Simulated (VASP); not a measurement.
Input of a VASP 6.6.1 run:

The input INCAR:

```
ALGO = Normal
EDIFF = 1E-6
ENCUT = 520
GGA = PS
ISIF = 2
ISMEAR = -1
LASPH = True
LCHARG = False
LREAL = Auto
LWAVE = False
NBANDS = 90
NELM = 100
PREC = Accurate
SIGMA = 0.15
```

The input KPOINTS:

```
k-points
0
Gamma
  1 1 1
```

File POSCAR:

```
Sb
1.0
    9.2500310000      0.0000000000      0.0000000000
    0.0000000000      9.2500310000      0.0000000000
    0.0000000000      0.0000000000      9.2500310000
Sb
28
Direct
    0.1951128596     -0.0782700080     -0.0380647373
   -0.2089506511     -0.1136644839      0.1906696313
   -0.2209506109      0.0720646234      0.6079222870
   -0.1447670824      0.2578477845     -0.0165404851
   -0.1054050522      0.1521724630      0.3380961642
    0.1845074898      0.6036304095      0.8419971782
    0.2245614096      0.5204847422      0.1122915156
    0.0063891678      0.5022902085      0.3832852020
   -0.3152854299      0.4103770031      0.3860635710
    0.5275117456      0.0339350214      0.2067452531
    0.1095347680     -0.1998804112      0.2464424173
    0.0964212985      0.3580528541      0.6606031915
    0.1668967380      0.2323343565     -0.0235999209
    0.2051668800      0.1057834293      0.2526261804
    0.4568417122      0.5505062632      0.7047327733
    0.5270036392      0.6576194177      0.0060324122
    0.4313066626      0.7235218995      0.3239881034
    0.3954689449      0.8511971473      0.6106033591
    0.8891105338     -0.0477728129     -0.1187131157
    0.4777821826      0.1531886758      0.5180523179
    0.4726038215      0.2532856376      0.8152945650
    0.5613602808      0.3572528568      0.1015564164
    0.3298691648      0.4117824038      0.3976743429
    0.7865811477      0.3681176852      0.7090354616
    0.7884406009      0.6733382839     -0.2001614914
    0.8865808125      0.5610683899      0.0819997252
    0.6994138722      0.7541055808      0.4808308210
    0.5370900919      0.9463427744      0.8987645555
```

Potentials or basis: VASP PAW PBE potentials, release 64 (Sb).

The run is started by

```console
$ cat potpaw_PBE.64/Sb/POTCAR > POTCAR
$ mpirun -np 1 vasp_gam > vasp.out
```

Task: Estimate the largest force.

Result: 2.282 eV/Å.

Task: Predict the pressure.

Result: 1.9 GPa.

Forces on the atoms (eV/Å):
```
Sb   0.875 -0.833 -0.566
Sb   1.436 -0.770  0.470
Sb  -0.752 -0.550  0.087
Sb  -0.542 -0.092  1.236
Sb  -0.104  0.869 -1.467
Sb  -1.300  0.694 -1.742
Sb   0.164 -0.626  0.810
Sb  -0.021 -0.543  0.623
Sb   0.269  0.467  0.550
Sb  -1.541  0.808  0.381
Sb   0.142  0.061  0.261
Sb   0.010  0.368 -0.113
Sb   0.774  0.698 -1.082
Sb   0.474  0.065  0.880
Sb   0.247 -0.050 -0.176
Sb  -0.058 -0.334  0.307
Sb  -0.311  0.193 -0.693
Sb   0.680 -0.045  0.608
Sb  -0.798  0.270  0.375
Sb   0.432 -0.546 -0.748
Sb  -0.077 -0.225  0.853
Sb  -0.328 -0.883 -0.226
Sb   0.403  0.341  0.374
Sb  -0.190  0.047 -0.337
Sb   0.426 -0.498  0.074
Sb  -0.451  0.203 -0.324
Sb   0.795 -0.033  0.099
Sb  -0.653  0.940 -0.514
```

Caveat: the k points lie up to 0.68 Å⁻¹ apart; the atoms stand as in a frame of molecular dynamics; the PAW data sets were made with another functional, which shifts forces and pressure a little.
